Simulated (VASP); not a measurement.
Cs2LiSbCl6:

```
Cs Li Sb Cl
1.0
     0.00000    5.33221    5.33221
     5.33221    0.00000    5.33221
     5.33221    5.33221    0.00000
Cs Li Sb Cl
2 1 1 6
Direct
  0.75000 0.75000 0.75000
  0.25000 0.25000 0.25000
  0.50000 0.50000 0.50000
  0.00000 0.00000 0.00000
  0.74919 0.25081 0.25081
  0.25081 0.25081 0.74919
  0.25081 0.74919 0.74919
  0.25081 0.74919 0.25081
  0.74919 0.25081 0.74919
  0.74919 0.74919 0.25081
```

```yaml
Program: VASP 6.6.1
Task: relaxation of cell and atoms
Functional: PBEsol
Potentials_or_basis: VASP PAW PBE potentials, release 64 (Cs_sv, Li_sv, Sb, Cl)
Cutoff: 600 eV
k_mesh: 4 × 4 × 4
Occupations: gaussian, width 0.02 eV
Spin: no spin polarisation
```

At the start: pressure -1.6 GPa; volume 30.32 Å³/atom.

Where does the relaxation end?

Over 5 steps the energy falls by 10.5 meV/atom and the volume is 28.10 Å³/atom (-7.3 %); space group Fm-3m (No. 225, to 0.1 Å) before and after.

The path:
```
step  energy change (eV)  largest force (eV/Å)  pressure (GPa)  volume (Å³)
   1              0.0000                0.1122           -1.57       303.22
   2             -0.0792                0.1478           -0.37       290.38
   3             -0.0817                0.2050           -0.09       287.86
   4             -0.0930                0.1480           -0.07       285.96
   5             -0.1047                0.0049            0.03       281.04
```

Final structure:
```
Cs Li Sb Cl
1.0
     0.00000    5.19889    5.19889
     5.19889    0.00000    5.19889
     5.19889    5.19889    0.00000
Cs Li Sb Cl
2 1 1 6
Direct
  0.75000 0.75000 0.75000
  0.25000 0.25000 0.25000
  0.50000 0.50000 0.50000
  0.00000 0.00000 0.00000
  0.74643 0.25357 0.25357
  0.25357 0.25357 0.74643
  0.25357 0.74643 0.74643
  0.25357 0.74643 0.25357
  0.74643 0.25357 0.74643
  0.74643 0.74643 0.25357
```

Caveat: the cutoff is under 1.25 times the usual one of these potentials, so pressure, stress and relaxed cells hold a basis-set (Pulay) error; the PAW data sets were made with another functional, which shifts forces and pressure a little.
